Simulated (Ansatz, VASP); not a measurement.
**Two plane-wave programs on KPd**

INCAR

```
  ALGO = Normal
  EDIFF = 1E-8
  ENCUT = 520
  GGA = PS
  ISIF = 2
  ISMEAR = -1
  LASPH = True
  LCHARG = False
  LEFG = True
  LREAL = False
  LWAVE = False
  NBANDS = 16
  NELM = 60
  PREC = Accurate
  SIGMA = 0.05
```

The input KPOINTS:

```
k-points
0
Gamma
  10 10 10
```

File POSCAR:

```
KPd
1.0
    3.6593028929      0.0000000000      0.0000000000
    0.0000000000      3.6593028929      0.0000000000
    0.0000000000      0.0000000000      3.6593028929
K Pd
1 1
Direct
    0.0000000000      0.0000000000      0.0000000000
    0.5000000000      0.5000000000      0.5000000000
```

Input for Ansatz:

```yaml
crystal:
  lattice:
    - [3.6593028929, 0.0, 0.0]
    - [0.0, 3.6593028929, 0.0]
    - [0.0, 0.0, 3.6593028929]
  atoms:
    - { symbol: K, position: [0.0, 0.0, 0.0] }
    - { symbol: Pd, position: [0.5, 0.5, 0.5] }
kpoints:
  mp_grid: { grid: [10, 10, 10] }
scf:
  occupations: { method: fermi_dirac, width: 0.05 }
hamiltonian:
  xc: pbesol
  pseudopotentials: { kind: paw }
output:
  forces: true
  stress: true
  eigenvalues: true
  efg: { contact_densities: true }
  populations: true
  bader: true
  dos: { projected: true, de: 0.2, e_range: [-14, 8] }
  write_density: true
  write_potential: true
  elf: true
  volumetric_format: npy
```

Alike in both runs: task electric field gradients; functional PBEsol; k mesh 10 × 10 × 10; occupations fermi-dirac, width 0.05 eV; no spin polarisation.

|  | VASP | Ansatz |
| --- | --- | --- |
| version | VASP 6.6.1 | Ansatz 0.2.0 |
| potentials or method | VASP PAW PBE potentials, release 64 (K_sv, Pd) | PAW with Ansatz's default frozen-core files, scalar-relativistic |
| plane-wave cutoff (eV) | 520 | 420 |
| valence electrons in the cell | 19 | 27 |

VASP gave:

* pressure (GPa): 0.1

Question: Which values does Ansatz return?

Answer: Pressure (GPa): 0.0.

VASP's potentials were made for PBE, not for PBEsol. With one functional, cell and mesh, what is left measures potentials, basis and numerics. VASP's potentials hold 19 valence electrons a cell and Ansatz's 27, so a difference there can come from the potentials and not from the codes.
